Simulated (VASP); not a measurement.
A run of VASP 6.6.1:

POSCAR

```
Zn
1.0
    0.0000000000      1.7505045397      2.4752134191
    1.7505045397      0.0000000000      2.4752134191
    1.7505045397      1.7505045397      0.0000000000
Zn
1
Direct
    0.0000000000      0.0000000000      0.0000000000
```

Contents of INCAR.step1:

```
SYSTEM = Zn
  PREC = Accurate
  ENCUT = 520
  ISMEAR = 0
  SIGMA = 0.15
  LREAL = .FALSE.
  LASPH = .TRUE.
  NELM = 100
  NBANDS = 12
  GGA = PE
  ALGO = Normal
  EDIFF = 1E-4
  LWAVE = .TRUE.
  LCHARG = .FALSE.
```

INCAR.step2

```
SYSTEM = Zn
  PREC = Accurate
  ENCUT = 520
  EDIFF = 1E-6
  ISMEAR = 0
  SIGMA = 0.15
  LREAL = .FALSE.
  LASPH = .TRUE.
  NELM = 100
  ALGO = Normal
  ISIF = 2
  LWAVE = .FALSE.
  LCHARG = .FALSE.
  METAGGA = R2SCAN
  LMIXTAU = .TRUE.
  NBANDS = 12
  ISTART = 1
```

KPOINTS

```
regular mesh
0
G
  22 22 22
  0 0 0
```

Potentials or basis: VASP PAW PBE potentials, release 64 (Zn).

Launch:

```console
$ cat potpaw_PBE.64/Zn/POTCAR > POTCAR
$ cp INCAR.step1 INCAR
$ mpirun -np 1 vasp_std > vasp.out
$ cp INCAR.step2 INCAR
$ mpirun -np 1 vasp_std > vasp.out
```

Hardware: 1 thread of Intel(R) Xeon(R) 6975P-C (Granite Rapids), with other jobs on the host.

Question: Estimate the wall time of this run.

Answer: It took 100 s on 1 thread of Intel(R) Xeon(R) 6975P-C (Granite Rapids) (shared host), peak memory 0.26 GiB. Counts: k points 834.
